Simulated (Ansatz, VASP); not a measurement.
**HC12: VASP beside Ansatz**

```
CELL_PARAMETERS angstrom
5.05093 0.00000 0.00000
0.00000 5.05093 0.00000
0.00000 0.00000 22.37549
ATOMIC_POSITIONS crystal
C 0.00000 0.25000 0.17877
C 0.00000 0.75000 0.17877
C 0.50000 0.25000 0.17877
C 0.50000 0.75000 0.17877
C 0.00000 0.00000 0.21867
C 0.00000 0.50000 0.21867
C 0.50000 0.00000 0.21867
C 0.50000 0.50000 0.21867
C 0.25000 0.00000 0.25858
C 0.25000 0.50000 0.25858
C 0.75000 0.00000 0.25858
C 0.75000 0.50000 0.25858
C 0.25000 0.25000 0.29760
C 0.25000 0.75000 0.29760
C 0.75000 0.25000 0.29760
C 0.75000 0.75000 0.29760
C 0.00000 0.25000 0.33949
C 0.00000 0.75000 0.33949
C 0.50000 0.25000 0.33949
C 0.50000 0.75000 0.33949
C 0.00000 0.00000 0.37432
C 0.00000 0.50000 0.37432
C 0.50000 0.00000 0.37432
C 0.50000 0.50000 0.37432
H 0.90903 0.37500 0.46593
H 0.09097 0.37500 0.46593
```

Alike in both runs: task single point; functional PBE; k mesh 5 × 5 × 1; occupations gaussian, width 0.05 eV; no spin polarisation.

```csv
,VASP,Ansatz
version,VASP 6.6.1,Ansatz 0.2.0
potentials or method,"VASP PAW PBE potentials, release 64 (C, H), cutoff 520 eV","scalar-relativistic, plane waves, PAW"
valence electrons in the cell,98,98
```

|  | VASP | Ansatz | Ansatz less VASP |
| --- | --- | --- | --- |
| gap on the k mesh at the Fermi level (eV) | none | none | - |
| rms of the force components (eV/Å) | 0.907 | 0.911 | +0.0041 |

Atom by atom the forces differ by 0.013 eV/Å (rms over components). A gap of «none» marks a metal or a gap that the smearing closes.
